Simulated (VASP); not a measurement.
CuO:

```xyz
4
Lattice="0.1896 -2.1723 -2.0431 -2.0197 0.1063 -1.9598 2.3832 2.2858 -4.3894" Properties=species:S:1:pos:R:3 pbc="T T T"
Cu    0.1715    0.1749   -4.1029
Cu   -1.7484   -1.9559   -4.0297
O     0.4097    0.0276   -6.3425
O     0.1667    0.0172   -2.1166
```

Base run:

| Quantity | Value |
| --- | --- |
| Program | VASP 6.6.1 |
| Functional | r2SCAN |
| Potentials or basis | VASP PAW PBE potentials, release 64 (Cu, O) |
| Cutoff | 520 eV |
| k mesh | 10 × 10 × 5 |
| Occupations | fermi-dirac, width 0.05 eV |
| Spin | no spin polarisation |
| Hubbard terms | Cu d U = 2.0 eV |

Its results: band gap on the k mesh zero (band 17 reaches 5.35 eV, above the bottom of band 18 at 4.59 eV); pressure -11.4 GPa; largest force 1.613 eV/Å.

**Question.** The run is repeated on the same cell with these changes: hubbard terms from Cu d U = 2.0 eV to none. What comes out?

**Answer.** Band gap on the k mesh zero (band 17 reaches 5.64 eV, above the bottom of band 18 at 4.89 eV); pressure -10.2 GPa; largest force 1.695 eV/Å.

Caveats: the PAW data sets were made with another functional, which shifts forces and pressure a little; U without spin polarisation on a metal has little footing (some runs); semilocal functionals often make such compounds metallic where correlation or magnetic order opens a gap, which also shifts bond lengths (some runs).
